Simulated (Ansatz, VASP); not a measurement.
One calculation of LiCl, two programs

File POSCAR:

```
LiCl
1.0
    0.0000000000      2.5560369889      2.5560369889
    2.5560369889      0.0000000000      2.5560369889
    2.5560369889      2.5560369889      0.0000000000
Li Cl
1 1
Direct
    0.0000000000      0.0000000000      0.0000000000
    0.5000000000      0.5000000000      0.5000000000
```

Contents of INCAR.step1:

```
SYSTEM = LiCl
  PREC = Accurate
  ENCUT = 520
  EDIFF = 1E-5
  ISMEAR = 0
  SIGMA = 0.01
  LREAL = .FALSE.
  LASPH = .TRUE.
  NELM = 100
  ALGO = Normal
  ISIF = 2
  LWAVE = .TRUE.
  GGA = PE
  NBANDS = 12
```

File INCAR.step2:

```
SYSTEM = LiCl
  PREC = Accurate
  ENCUT = 520
  EDIFF = 1E-6
  ISMEAR = 0
  SIGMA = 0.01
  LREAL = .FALSE.
  LASPH = .TRUE.
  NELM = 100
  ALGO = Normal
  ISIF = 2
  LWAVE = .FALSE.
  LCHARG = .TRUE.
  GGA = PE
  LHFCALC = .TRUE.
  AEXX = 0.25
  PRECFOCK = Normal
  LELF = .TRUE.
  LVHAR = .TRUE.
  ISTART = 1
  NBANDS = 12
```

File KPOINTS:

```
Automatic mesh
0
G
  6 6 6
  0 0 0
```

Input for Ansatz:

```yaml
crystal:
  lattice:
    - [0.0, 2.5560369889, 2.5560369889]
    - [2.5560369889, 0.0, 2.5560369889]
    - [2.5560369889, 2.5560369889, 0.0]
  atoms:
    - { symbol: Li, position: [0.0, 0.0, 0.0] }
    - { symbol: Cl, position: [0.5, 0.5, 0.5] }
kpoints:
  mp_grid: { grid: [6, 6, 6] }
  band_path:
    path:
      - [0.0, 0.0, 0.0]
      - [0.5, 0.0, 0.5]
      - [0.625, 0.25, 0.625]
      - [0.375, 0.375, 0.75]
      - [0.5, 0.5, 0.5]
      - [0.5, 0.25, 0.75]
      - [-0.072917, 0.0, 0.072917]
    npoints: 1
hamiltonian:
  xc: pbe0
scf:
  occupations: { method: fixed }
  n_extra_bands: 4
output:
  forces: true
  stress: true
  eigenvalues: true
  write_density: true
  write_potential: true
  elf: true
  volumetric_format: npy
```

Alike in both runs: task single point; functional PBE0; k mesh 6 × 6 × 6; no spin polarisation.

```csv
,VASP,Ansatz
version,VASP 6.6.1,Ansatz 0.2.0
potentials or method,"VASP PAW PBE potentials, release 64 (Li_sv, Cl)","plane waves, PAW"
plane-wave cutoff (eV),520,420
occupations,"gaussian, width 0.01 eV",fixed
valence electrons in the cell,10,10
```

```csv
,VASP,Ansatz,Ansatz less VASP
gap on the k mesh at the Fermi level (eV),8.52,8.51,-0.015
```

Ansatz's warnings: stress exchange threshold loose, stress scf threshold loose.

Noted on VASP's run: the cutoff is short for stress, so the pressure is rough.
